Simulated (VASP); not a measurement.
Runs of VASP 6.6.1 on C. The structure is that of space group R-3m (No. 166), or close to it. The cells are those of the table. 

```csv
cell,gap on the mesh (eV),pressure (GPa),largest force (eV/Å)
"a = 3.649 Å, angles 40.4°, 2 atoms",(a),-18.1,0.89
"a = 3.572 Å, angles 41.3°, 2 atoms",0.93,-18.3,0.86
"a = 3.587 Å, angles 42.1°, 2 atoms",0.95,-33.4,(b)
"a = 3.790 Å, angles 37.8°, 2 atoms",0.60,0.4,0.95
"a = 3.496 Å, angles 42.2°, 2 atoms",1.06,-18.3,0.82
"a = 3.712 Å, angles 38.6°, 2 atoms",(c),0.6,0.93
"a = 3.663 Å, angles 41.2°, 2 atoms",0.83,-32.9,0.86
"a = 3.803 Å, angles 38.7°, 2 atoms",0.62,-17.7,0.94
```

Alike in all rows: task single point; level r2SCAN; potentials or basis VASP PAW PBE potentials, release 64 (C); no spin polarisation; k mesh 12 × 12 × 12; cutoff (eV) 520; smearing gaussian 0.05 eV.

Question: Estimate the missing entries.

Answer: (a) 0.81; (b) 0.83; (c) 0.69.

Caveats: the PAW data sets were made with another functional, which shifts forces and pressure a little.

A k mesh can miss the band edges.
